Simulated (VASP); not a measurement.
# Ti (P6_3/mmc) in VASP: a series of runs

The runs below take Ti through single point, with PBEsol.

Everything below comes from runs of VASP 6.6.1. Logs are shortened: lines on timing, memory, paths and dates and some standing lists are left out, and cuts for length are marked.

### Step 1. The cell of the first run

Symmetry: P6_3/mmc, No. 194, hexagonal system. The conventional cell has a = 2.994 Å, b = 2.994 Å, c = 4.686 Å, α = 90.00°, β = 90.00°, γ = 120.00°. Within 3.8 Å of Ti (site symmetry -6m2) lie 12 Ti at 2.91 to 2.99 Å.

### Step 2. Single point, PBEsol (strain +0.0150 x Voigt [1, 1, 0, 0, 0, 0])

INCAR

```
SYSTEM = Ti
PREC = Accurate ; ENCUT = 520
EDIFF = 1E-7 ; ISMEAR = 0
SIGMA = 0.15 ; LREAL = .FALSE.
LASPH = .TRUE. ; NELM = 60
ALGO = Fast ; ISIF = 2
LWAVE = .FALSE. ; LCHARG = .FALSE.
GGA = PS ; NBANDS = 19
```

KPOINTS

```
regular mesh
0
G
  18 18 10
  0 0 0
```

POSCAR

```
Ti
1.0
    2.9942478283      0.0000000000      0.0000000000
   -1.4971239141      2.5930946845      0.0000000000
    0.0000000000      0.0000000000      4.6860000000
Ti
2
Direct
    0.3333333333      0.6666666667      0.2500000000
    0.6666666667      0.3333333333      0.7500000000
```

Potentials or basis: VASP PAW PBE potentials, release 64 (Ti_sv).

The run is started by

```
> cat potpaw_PBE.64/Ti_sv/POTCAR > POTCAR
> mpirun -np 1 vasp_std > vasp.out
```

OUTCAR:

```text
SYSTEM = Ti
   PREC = Accurate
   ENCUT = 520
   EDIFF = 1E-7
   ISMEAR = 0
   LREAL = .FALSE.
   LASPH = .TRUE.
   NELM = 60
   ISIF = 2
   GGA = PS

 ion  position               nearest neighbor table
   1  0.333  0.667  0.250-   2 2.91   2 2.91   2 2.91   2 2.91   2 2.91   2 2.91
   2  0.667  0.333  0.750-   1 2.91   1 2.91   1 2.91   1 2.91   1 2.91   1 2.91

  LATTYP: Found a hexagonal cell.
 ALAT       =     2.9942478283
 C/A-ratio  =     1.5650007176

  Lattice vectors:

 A1 = (   2.9942478283,   0.0000000000,   0.0000000000)
 A2 = (  -1.4971239141,   2.5930946845,   0.0000000000)
 A3 = (   0.0000000000,   0.0000000000,   4.6860000000)

Analysis of symmetry for initial positions (statically):
=====================================================================
 Subroutine PRICEL returns:
 Original cell was already a primitive cell.

 Routine SETGRP: Setting up the symmetry group for a
 hexagonal supercell.

 Subroutine GETGRP returns: Found 24 space group operations
 (whereof 12 operations were pure point group operations)
 out of a pool of 24 trial point group operations.

The static configuration has the point symmetry D_3d.
 The point group associated with its full space group is D_6h.

Analysis of symmetry for dynamics (positions and initial velocities):
=====================================================================
 Subroutine PRICEL returns:
 Original cell was already a primitive cell.

 Routine SETGRP: Setting up the symmetry group for a
 hexagonal supercell.

 Subroutine GETGRP returns: Found 24 space group operations
 (whereof 12 operations were pure point group operations)
 out of a pool of 24 trial point group operations.

The dynamic configuration has the point symmetry D_3d.
 The point group associated with its full space group is D_6h.

 Subroutine INISYM returns: Found 24 space group operations
 (whereof 12 operations are pure point group operations),
 and found     1 'primitive' translations

----------------------------------------------------------------------------------------

                                     Primitive cell

  volume of cell :      36.3838

  direct lattice vectors                    reciprocal lattice vectors
     2.994247828  0.000000000  0.000000000     0.333973691  0.192819801  0.000000000
    -1.497123914  2.593094685  0.000000000     0.000000000  0.385639601  0.000000000
     0.000000000  0.000000000  4.686000000     0.000000000  0.000000000  0.213401622

  length of vectors
     2.994247828  2.994247828  4.686000000     0.385639601  0.385639601  0.213401622

  position of ions in fractional coordinates (direct lattice)
     0.333333333  0.666666667  0.250000000
     0.666666667  0.333333333  0.750000000

  ion indices of the primitive-cell ions
   primitive index   ion index
                 1           1
                 2           2

----------------------------------------------------------------------------------------

 KPOINTS: regular mesh

Automatic generation of k-mesh.
 Grid dimensions read from file:
 generate k-points for:   18   18   10

 Generating k-lattice:

  Cartesian coordinates                     Fractional coordinates (reciprocal lattice)
     0.018554094  0.010712211  0.000000000     0.055555556 -0.000000000  0.000000000
     0.000000000  0.021424422  0.000000000     0.000000000  0.055555556  0.000000000
     0.000000000  0.000000000  0.021340162     0.000000000  0.000000000  0.100000000

  Length of vectors
     0.021424422  0.021424422  0.021340162

  Shift w.r.t. Gamma in fractional coordinates (k-lattice)
     0.000000000  0.000000000  0.000000000

 Subroutine IBZKPT returns following result:
 ===========================================

 Found    222 irreducible k-points:

 Following reciprocal coordinates:
            Coordinates               Weight
  0.000000  0.000000  0.000000      1.000000
  0.055556  0.000000  0.000000      6.000000
  0.111111  0.000000  0.000000      6.000000
  0.166667  0.000000  0.000000      6.000000
  0.222222  0.000000  0.000000      6.000000
  0.277778  0.000000  0.000000      6.000000
[... 16 lines left out ...]
  0.333333  0.111111  0.000000     12.000000
  0.388889  0.111111  0.000000     12.000000
 [... further k-points ...]
   k-points           NKPTS =    222   k-points in BZ     NKDIM =    222   number of bands    NBANDS=     19
   number of dos      NEDOS =    301   number of ions     NIONS =      2
   total plane-waves  NPLWV =  20736
   dimension x,y,z NGX =    24 NGY =   24 NGZ =   36
   dimension x,y,z NGXF=    48 NGYF=   48 NGZF=   72
   ions per type =               2
   NGX,Y,Z   is equivalent  to a cutoff of  13.33, 13.33, 12.77 a.u.
   NGXF,Y,Z  is equivalent  to a cutoff of  26.65, 26.65, 25.54 a.u.
 SYSTEM =  Ti
   PREC   = accura    normal or accurate (medium, high low for compatibility)
   ISTART =      0    job   : 0-new  1-cont  2-samecut
   ICHARG =      2    charge: 1-file 2-atom 10-const
   ISPIN  =      1    spin polarized calculation?
   LNONCOLLINEAR =      F non collinear calculations
   LSORBIT =      F    spin-orbit coupling
   LASPH  =      T    aspherical Exc in radial PAW
   ENCUT  =  520.0 eV  38.22 Ry    6.18 a.u.   5.57  5.57  8.71*2*pi/ulx,y,z
   NELM   =     60;   NELMIN=  2; NELMDL= -5     # of ELM steps
   EDIFF  = 0.1E-06   stopping-criterion for ELM
   LREAL  =      F    real-space projection
   EDIFFG = 0.1E-05   stopping-criterion for IOM
   NSW    =      0    number of steps for IOM
   IBRION =     -1    ionic relax: 0-MD 1-quasi-New 2-CG
   NFREE  =      0    steps in history (QN), initial steepest desc. (CG)
   ISIF   =      2    stress and relaxation
   ISYM   =      2    0-nonsym 1-usesym 2-fastsym
   POTIM  = 0.5000    time-step for ionic-motion
   TEBEG  =    0.0;   TEEND  =   0.0 temperature during run
   PSTRESS=    0.0 pullay stress
   NELECT =      24.0000    total number of electrons
   NUPDOWN=      -1.0000    fix difference up-down
   EMIN   =  10.00;   EMAX   =-10.00  energy-range for DOS
   EFERMI =   0.00;   METHOD = LEGACY
   ISMEAR =     0;   SIGMA  =   0.15  broadening in eV -4-tet -1-fermi 0-gaus
   EFERMI_NEDOS =   21; number of points for ismear=-14 and -15
   IALGO  =     68    algorithm
   IMIX   =      4    mixing-type and parameters
     AMIX     =   0.40;   BMIX     =  1.00
     AMIX_MAG =   1.60;   BMIX_MAG =  1.00
  volume/ion in A,a.u.               =      18.19       122.77
  Fermi-wavevector in a.u.,A,eV,Ry     =   1.425090  2.693031 27.631840  2.030883
  Thomas-Fermi vector in A             =   2.545512
   LORBIT       =      0    0 simple, 1 ext, 2 COOP (PROOUT), +10 PAW based schemes
   GGA     = PS    functional components
   LHFCALC =     F    Hartree Fock is set to
   AEXX    =    0.0000 exact exchange contribution
   IVDW    =     0    specifies the selected vdW correction
   LEPSILON=     F    determine dielectric tensor
   LRPA    =     F    only Hartree local field effects (RPA)
 non-spin polarized calculation
 RMM-DIIS sequential band-by-band and
 Gauss-broadening in eV      SIGMA  =   0.15
  energy-cutoff  :      520.00
  volume of cell :       36.38
 maximum number of plane-waves:      1014
 NGX is ok and might be reduce to    24
   NGX = 11   NGY = 11   NGZ = 17

 number of electron      24.0000007 magnetization

 Free energy of the ion-electron system (eV)
  ---------------------------------------------------
  ext. energy  EPLUGINS =         0.00000000
  ---------------------------------------------------
  free energy    TOTEN  =       -16.60267259 eV

  energy without entropy =      -16.57787336  energy(sigma->0) =      -16.59027297

 E-fermi :   7.7308     XC(G=0): -11.4149

 val. band max:        7.7269452771   @ k =   0.3333   0.1667   0.4000
 cond. band min:       7.7310593006   @ k =   0.1667   0.0000   0.4000
 fundamental gap:      0.0041140235
 Fermi energy:         7.7308186185

 k-point     1 :       0.0000    0.0000    0.0000
  band No.  band energies     occupation
      1     -48.9800      2.00000
      2     -48.8592      2.00000
      3     -25.6306      2.00000
      4     -25.0648      2.00000
      5     -25.0648      2.00000
      6     -24.9974      2.00000
[... 11 lines left out ...]
     18       9.2093      0.00000
     19      10.7084      0.00000

 k-point     2 :       0.0556    0.0000    0.0000
  band No.  band energies     occupation
      1     -48.9775      2.00000
      2     -48.8583      2.00000
      3     -25.6246      2.00000
      4     -25.0765      2.00000
      5     -25.0689      2.00000
      6     -25.0001      2.00000
[... 11 lines left out ...]
     18       9.1632      0.00000
     19      10.7344      0.00000

 k-point     3 :       0.1111    0.0000    0.0000
  band No.  band energies     occupation
      1     -48.9701      2.00000
      2     -48.8558      2.00000
      3     -25.6072      2.00000
      4     -25.1101      2.00000
      5     -25.0803      2.00000
      6     -25.0174      2.00000
[... 11 lines left out ...]
     18       9.1470      0.00000
     19      10.7988      0.00000

 k-point     4 :       0.1667    0.0000    0.0000
  band No.  band energies     occupation
      1     -48.9587      2.00000
      2     -48.8522      2.00000
      3     -25.5794      2.00000
      4     -25.1620      2.00000
      5     -25.0974      2.00000
      6     -25.0700      2.00000
[... 11 lines left out ...]
     18       9.3822      0.00000
     19      10.8791      0.00000

 k-point     5 :       0.2222    0.0000    0.0000
  band No.  band energies     occupation
      1     -48.9441      2.00000
      2     -48.8481      2.00000
      3     -25.5429      2.00000
      4     -25.2260      2.00000
      5     -25.1331      2.00000
      6     -25.1177      2.00000
[... 11 lines left out ...]
     18       9.6863      0.00000
     19      10.9561      0.00000

 k-point     6 :       0.2778    0.0000    0.0000
  band No.  band energies     occupation
      1     -48.9279      2.00000
      2     -48.8445      2.00000
      3     -25.5002      2.00000
      4     -25.2947      2.00000
      5     -25.1985      2.00000
      6     -25.1388      2.00000
[... 11 lines left out ...]
     18      10.0332      0.00000
     19      11.0202      0.00000

 k-point     7 :       0.3333    0.0000    0.0000
  band No.  band energies     occupation
      1     -48.9116      2.00000
      2     -48.8421      2.00000
      3     -25.4547      2.00000
      4     -25.3597      2.00000
      5     -25.2586      2.00000
      6     -25.1582      2.00000
[... 11 lines left out ...]
     18      10.3907      0.00000
     19      11.0683      0.00000

 k-point     8 :       0.3889    0.0000    0.0000
  band No.  band energies     occupation
      1     -48.8970      2.00000
      2     -48.8415      2.00000
      3     -25.4128      2.00000
      4     -25.4109      2.00000
      5     -25.3066      2.00000
      6     -25.1737      2.00000
[... 256 lines left out ...]
 k-point    20 :       0.1667    0.1111    0.0000
  band No.  band energies     occupation
      1     -48.9383      2.00000
      2     -48.8467      2.00000
      3     -25.5278      2.00000
      4     -25.2293      2.00000
      5     -25.1915      2.00000
      6     -25.0985      2.00000
[... 11 lines left out ...]
     18       9.9514      0.00000
     19      10.9372      0.00000

 k-point    21 :       0.2222    0.1111    0.0000
  band No.  band energies     occupation
      1     -48.9227      2.00000
      2     -48.8436      2.00000
      3     -25.4862      2.00000
      4     -25.2915      2.00000
      5     -25.2369      2.00000
      6     -25.1316      2.00000
[... 11 lines left out ...]
     18      10.3502      0.00000
     19      10.9802      0.00000

 k-point    22 :       0.2778    0.1111    0.0000
  band No.  band energies     occupation
      1     -48.9070      2.00000
      2     -48.8417      2.00000
      3     -25.4416      2.00000
      4     -25.3524      2.00000
      5     -25.2765      2.00000
      6     -25.1633      2.00000
[... 11 lines left out ...]
     18      10.7811      0.00000
     19      11.0138      0.00000

 k-point    23 :       0.3333    0.1111    0.0000
  band No.  band energies     occupation
      1     -48.8929      2.00000
      2     -48.8415      2.00000
      3     -25.4023      2.00000
      4     -25.3981      2.00000
      5     -25.3081      2.00000
      6     -25.1890      2.00000
[... 11 lines left out ...]
     18      11.0368      0.00000
     19      11.2292      0.00000

 k-point    24 :       0.3889    0.1111    0.0000
  band No.  band energies     occupation
      1     -48.8823      2.00000
      2     -48.8427      2.00000
      3     -25.4348      2.00000
      4     -25.3630      2.00000
      5     -25.3287      2.00000
      6     -25.2056      2.00000
[... 11 lines left out ...]
     18      11.0499      0.00000
     19      11.6871      0.00000

 [... further k-points ...]
[... 5 lines left out ...]
  --------------------------------------------------------------------------------------
  -------------------------------------------------------------------------------------
  Total       -2.0714865     -2.0714865     -1.8745000     -0.0000000      0.0000000      0.0000000
  in kB      -91.2187842    -91.2187842    -82.5444036     -0.0000000      0.0000000      0.0000000
  external PRESSURE =     -88.3273240 kB  Pullay stress =       0.0000000 kB

 VOLUME and BASIS-vectors are now :
 -----------------------------------------------------------------------------
  energy-cutoff  :      520.00
  volume of cell :       36.38
      direct lattice vectors                 reciprocal lattice vectors
     2.994247828  0.000000000  0.000000000     0.333973691  0.192819801  0.000000000
    -1.497123914  2.593094685  0.000000000     0.000000000  0.385639601  0.000000000
     0.000000000  0.000000000  4.686000000     0.000000000  0.000000000  0.213401622

 POSITION                                       TOTAL-FORCE (eV/Angst)
 -----------------------------------------------------------------------------------
     -0.00000      1.72873      1.17150         0.000000     -0.000000      0.000000
      1.49712      0.86436      3.51450        -0.000000      0.000000      0.000000
 -----------------------------------------------------------------------------------
    total drift:                                0.000000     -0.000000      0.000000

  FREE ENERGIE OF THE ION-ELECTRON SYSTEM (eV)
  ---------------------------------------------------
  free  energy   TOTEN  =       -16.6026725854 eV

  energy  without entropy=      -16.5778733643  energy(sigma->0) =      -16.59027297
```

Wall time 10 min (1 thread of Intel Xeon 8259CL, shared host); peak memory 0.25 GiB.

Results:

```yaml
Free_energy: -16.6027 eV
Pressure: -8.8 GPa
Band_gap_on_the_k_mesh: zero (bands 12 and 13 overlap by 1.06 eV)
```

Levels at points of the mesh, in eV from the Fermi level:
| k point | band 9 | band 10 | band 11 | band 12 | band 13 | band 14 | band 15 | band 16 |
| --- | --- | --- | --- | --- | --- | --- | --- | --- |
| (0.00, 0.00, 0.00) | -6.10 | -2.57 | 0.73 | 0.73 | 0.77 | 0.92 | 1.22 | 1.22 |
| (0.50, 0.00, 0.00) | -2.31 | -2.04 | -1.72 | -0.70 | 0.40 | 0.62 | 1.16 | 3.12 |
| (0.00, 0.00, 0.50) | -4.27 | -4.27 | 0.13 | 0.13 | 0.62 | 0.62 | 0.62 | 0.62 |
| (0.50, 0.00, 0.50) | -2.43 | -2.43 | -0.74 | -0.74 | 1.21 | 1.21 | 1.60 | 1.60 |

Caveat: the cell differs from its parent crystal (strain +0.0150 x Voigt [1, 1, 0, 0, 0, 0]); the cell stands under tension; the PAW data sets were made with another functional, which shifts forces and pressure a little.

### Step 3. Single point, PBEsol (strain +0.0300 x Voigt [1, 1, 0, 0, 0, 0])

INCAR

```
SYSTEM = Ti
ALGO = Fast ; EDIFF = 1E-6
ENCUT = 520 ; GGA = PS
ISIF = 2 ; ISMEAR = 0
LASPH = .True. ; LCHARG = .True.
LELF = .True. ; LREAL = .False.
LVHAR = .True. ; LWAVE = .False.
NBANDS = 19 ; NELM = 60
PREC = Accurate ; SIGMA = 0.15
```

KPOINTS

```
k-points
0
Gamma
  18 18 10
  0 0 0
```

POSCAR

```
Ti
1.0
    3.0384977962      0.0000000000      0.0000000000
   -1.5192488981      2.6314162809      0.0000000000
    0.0000000000      0.0000000000      4.6860000000
Ti
2
Direct
    0.3333333333      0.6666666667      0.2500000000
    0.6666666667      0.3333333333      0.7500000000
```

Potentials or basis: VASP PAW PBE potentials, release 64 (Ti_sv).

The run is started by

```
> cat potpaw_PBE.64/Ti_sv/POTCAR > POTCAR
> mpirun -np 1 vasp_std > vasp.out
```

It took 7.8 min on 1 thread of Intel Xeon 8259CL, shared host; peak memory 0.25 GiB.

It converged, with:

```yaml
Free_energy: -16.5324 eV
Pressure: -11.1 GPa
Band_gap_on_the_k_mesh: zero (bands 12 and 13 overlap by 1.01 eV)
```

Stress tensor (GPa, compression positive):
```
-11.85   0.00   0.00
  0.00 -11.85   0.00
  0.00   0.00  -9.74
```

Levels at points of the mesh, in eV from the Fermi level:
```
           k point  band 8  band 9  band 10  band 11  band 12  band 13  band 14  band 15  band 16  band 17
(0.00, 0.00, 0.00)  -32.79   -6.02    -2.49     0.70     0.70     0.83     0.98     1.18     1.18     1.36
(0.50, 0.00, 0.00)  -32.84   -2.29    -1.97    -1.64    -0.77     0.33     0.64     1.17     2.95     3.19
(0.00, 0.00, 0.50)  -32.83   -4.20    -4.20     0.18     0.18     0.57     0.57     0.57     0.57     2.55
(0.50, 0.00, 0.50)  -32.91   -2.36    -2.36    -0.69    -0.69     1.13     1.13     1.51     1.51     3.10
```

Caveat: the cell differs from its parent crystal (strain +0.0300 x Voigt [1, 1, 0, 0, 0, 0]); the cell stands under tension; the PAW data sets were made with another functional, which shifts forces and pressure a little.

### Step 4. Single point, PBEsol (strain +0.0450 x Voigt [1, 1, 0, 0, 0, 0])

INCAR

```
PREC = Accurate ; ENCUT = 520
EDIFF = 1E-7 ; ISMEAR = 0
SIGMA = 0.15 ; LREAL = F
LASPH = T ; NELM = 100
ALGO = Fast ; ISIF = 2
LWAVE = F ; LCHARG = F
GGA = PS ; NBANDS = 19
```

KPOINTS

```
Automatic mesh
0
Gamma
  18 18 10
```

POSCAR

```
Ti
1.0
    3.0827477641      0.0000000000      0.0000000000
   -1.5413738821      2.6697378772      0.0000000000
    0.0000000000      0.0000000000      4.6860000000
Ti
2
Direct
    0.3333333333      0.6666666667      0.2500000000
    0.6666666667      0.3333333333      0.7500000000
```

The run is started by

```
> cat potpaw_PBE.64/Ti_sv/POTCAR > POTCAR
> mpirun -np 1 vasp_std > vasp.out
```

Wall time 11 min (1 thread of Intel Xeon 8259CL, shared host); peak memory 0.26 GiB.

The run converged. Its results:

```
Free energy            : -16.4435 eV
Pressure               : -13.1 GPa
Band gap on the k mesh : zero (bands 12 and 13 overlap by 1.03 eV)
```

Stress tensor (GPa, compression positive):
```
-14.14   0.00   0.00
  0.00 -14.14   0.00
  0.00   0.00 -10.99
```

Levels at points of the mesh, in eV from the Fermi level:
| k point | band 8 | band 9 | band 10 | band 11 | band 12 | band 13 | band 14 | band 15 | band 16 | band 17 |
| --- | --- | --- | --- | --- | --- | --- | --- | --- | --- | --- |
| (0.00, 0.00, 0.00) | -32.87 | -5.95 | -2.41 | 0.66 | 0.66 | 0.89 | 1.02 | 1.15 | 1.15 | 1.25 |
| (0.50, 0.00, 0.00) | -32.91 | -2.27 | -1.90 | -1.56 | -0.83 | 0.27 | 0.66 | 1.18 | 2.80 | 3.05 |
| (0.00, 0.00, 0.50) | -32.91 | -4.13 | -4.13 | 0.23 | 0.23 | 0.51 | 0.51 | 0.51 | 0.51 | 2.47 |
| (0.50, 0.00, 0.50) | -32.98 | -2.29 | -2.29 | -0.64 | -0.64 | 1.06 | 1.06 | 1.42 | 1.42 | 2.95 |

Caveat: the cell differs from its parent crystal (strain +0.0450 x Voigt [1, 1, 0, 0, 0, 0]); the cell stands under tension; the PAW data sets were made with another functional, which shifts forces and pressure a little.

### Step 5. Summary

| cell | further INCAR settings | gap on the mesh (eV) | pressure (GPa) |
| --- | --- | --- | --- |
| a = 2.994, b = 2.994, c = 4.686 Å, angles 90.0, 90.0, 120.0°, 2 atoms | ALGO = Fast; EDIFF = 1e-07; NBANDS = 19 | none | -8.8 |
| a = 3.038, b = 3.038, c = 4.686 Å, angles 90.0, 90.0, 120.0°, 2 atoms | ALGO = Fast; EDIFF = 1e-06; NBANDS = 19 | none | -11.1 |
| a = 3.083, b = 3.083, c = 4.686 Å, angles 90.0, 90.0, 120.0°, 2 atoms | ALGO = Fast; EDIFF = 1e-07; NBANDS = 19 | none | -13.1 |

Alike in all rows: task single point; level PBEsol; potentials or basis VASP PAW PBE potentials, release 64 (Ti_sv); no spin polarisation; k mesh 18 × 18 × 10; cutoff (eV) 520; smearing gaussian 0.15 eV.

Caveats: the cell stands under tension; the PAW data sets were made with another functional, which shifts forces and pressure a little.

Absolute energies hang on the potentials; compare differences alone.
